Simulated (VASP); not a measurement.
Input of a VASP 6.6.1 run:

File POSCAR:

```
GaSb
1.0
    0.0000000000      3.0658788003      3.0658788003
    3.0658788003      0.0000000000      3.0658788003
    3.0658788003      3.0658788003      0.0000000000
Ga Sb
1 1
Direct
    0.0000000000      0.0000000000      0.0000000000
    0.2500000000      0.2500000000      0.2500000000
```

Contents of INCAR.step1:

```
PREC     = Accurate       # precision mode
ENCUT    = 550            # plane-wave cutoff, eV
ISMEAR   = -1             # smearing method
SIGMA    = 0.05           # smearing width, eV
LREAL    = False          # projectors in reciprocal space
LASPH    = True           # aspherical terms in the spheres
NELM     = 120            # most SCF steps
NBANDS   = 21             # bands
GGA      = PE             # functional
ALGO     = Normal         # electronic algorithm
EDIFF    = 1E-5           # SCF threshold, eV
LWAVE    = True           # write WAVECAR
LCHARG   = False          # write CHGCAR
GGA_COMPAT= False
```

INCAR.step2

```
PREC     = Accurate       # precision mode
ENCUT    = 550            # plane-wave cutoff, eV
EDIFF    = 1E-6           # SCF threshold, eV
ISMEAR   = -1             # smearing method
SIGMA    = 0.05           # smearing width, eV
LREAL    = False          # projectors in reciprocal space
LASPH    = True           # aspherical terms in the spheres
NELM     = 120            # most SCF steps
ALGO     = Normal         # electronic algorithm
ISIF     = 2              # what is computed and relaxed
LWAVE    = False          # write WAVECAR
LCHARG   = False          # write CHGCAR
METAGGA  = R2SCAN         # meta-GGA
LMIXTAU  = True         
NBANDS   = 21             # bands
ISTART   = 1            
GGA_COMPAT= False
```

KPOINTS

```
regular mesh
0
Gamma
  6 6 6
```

Potentials or basis: VASP PAW PBE potentials, release 64 (Ga_d, Sb_d_GW).

Command:

```console
$ cat potpaw_PBE.64/Ga_d/POTCAR potpaw_PBE.64/Sb_d_GW/POTCAR > POTCAR
$ cp INCAR.step1 INCAR
$ mpirun -np 1 vasp_std > vasp.out
$ cp INCAR.step2 INCAR
$ mpirun -np 1 vasp_std > vasp.out
```

(1) Predict the pressure.

(2) What does it give for the band gap on the k mesh?

Results:

(1) 0.0 GPa.

(2) 0.40 eV.

Caveat: semilocal functionals underestimate gaps, and a narrow one can read as zero; the PAW data sets were made with another functional, which shifts forces and pressure a little; spin-orbit coupling is left out, which moves the levels of the heavy elements.
